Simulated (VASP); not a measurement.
Here is a VASP 6.6.1 calculation.

File INCAR:

```
PREC = Accurate
ENCUT = 520
EDIFF = 1E-6
ISMEAR = 0
SIGMA = 0.01
LREAL = False
LASPH = True
NELM = 100
ALGO = Normal
ISIF = 2
LWAVE = False
LCHARG = False
GGA = CA
NBANDS = 16
```

The input KPOINTS:

```
regular mesh
0
Gamma
  6 6 4
```

File POSCAR:

```
MgS
1.0
    4.0286256320      0.0000000000      0.0000000000
   -2.0143128160      3.4888921397      0.0000000000
    0.0000000000      0.0000000000      6.4543927776
Mg S
2 2
Direct
    0.3333333333      0.6666666667     -0.0028727191
    0.6666666667      0.3333333333      0.4971272809
    0.3333333333      0.6666666667      0.3778727191
    0.6666666667      0.3333333333      0.8778727191
```

Potentials or basis: VASP PAW LDA potentials, release 64 (Mg, S).

Command:

```sh
$ cat potpaw_LDA.64/Mg/POTCAR potpaw_LDA.64/S/POTCAR > POTCAR
$ mpirun -np 1 vasp_std > vasp.out
```

Task: What does it give for the pressure?

Result: -2.4 GPa.

Task: What does it give for the band gap on the k mesh?

Result: 3.19 eV.

Forces on the atoms (eV/Å):
```
Mg   0.000  0.000  0.002
Mg   0.000  0.000  0.002
S    0.000  0.000 -0.002
S    0.000  0.000 -0.002
```
